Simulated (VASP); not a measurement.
Wanted: the native input for a VASP 6.6.1 run.

```yaml
Task: single point
Functional: PBE
Potentials_or_basis: VASP PAW PBE potentials, release 64 (Hf_pv, Al, O)
Cutoff: 520 eV
k_mesh: 6 × 6 × 2
Occupations: gaussian, width 0.1 eV
Spin: no spin polarisation
Dipole_correction: no
Further_INCAR_settings: ALGO = Normal; EDIFF = 1e-07; NBANDS = 28
```

The structure of HfAlO lies in POSCAR:

```
HfAlO
1.0
    3.3407041272      0.0000000000      0.0000000000
    0.0000000000      3.3407041272      0.0000000000
    0.0000000000      0.0000000000      7.6567233888
Hf Al O
2 2 2
Direct
    0.5000000000      0.0000000000      0.6813954928
    0.0000000000      0.5000000000      0.3186045072
    0.0000000000      0.0000000000      0.0000000000
    0.5000000000      0.5000000000      0.0000000000
    0.5000000000      0.0000000000      0.3961579280
    0.0000000000      0.5000000000      0.6038420720
```

The cell was generated, and may not be a known phase.

These files were run (other wordings do the same):

INCAR

```
PREC = Accurate
ENCUT = 520
EDIFF = 1E-7
ISMEAR = 0
SIGMA = 0.1
LREAL = False
LASPH = True
NELM = 100
ALGO = Normal
ISIF = 2
LWAVE = False
LCHARG = True
GGA = PE
LELF = True
LVHAR = True
NBANDS = 28
```

KPOINTS

```
Automatic mesh
0
Gamma
  6 6 2
```

Potentials or basis: VASP PAW PBE potentials, release 64 (Hf_pv, Al, O).

Run with:

```bash
$ cat potpaw_PBE.64/Hf_pv/POTCAR potpaw_PBE.64/Al/POTCAR potpaw_PBE.64/O/POTCAR > POTCAR
$ mpirun -np 1 vasp_std > vasp.out
```

It gave:

```yaml
Pressure: -1.2 GPa
Largest_force: 0.152 eV/Å
Band_gap_on_the_k_mesh: zero (bands 19 and 20 overlap by 2.73 eV)
```

Caveat: the k points lie up to 0.41 Å⁻¹ apart, too coarse for converged energies and pressures of a metal; spin-orbit coupling is left out, which moves the levels of the heavy elements.

It took 82 s on 1 thread of Intel Xeon 8259CL (shared host), peak memory 0.23 GiB.
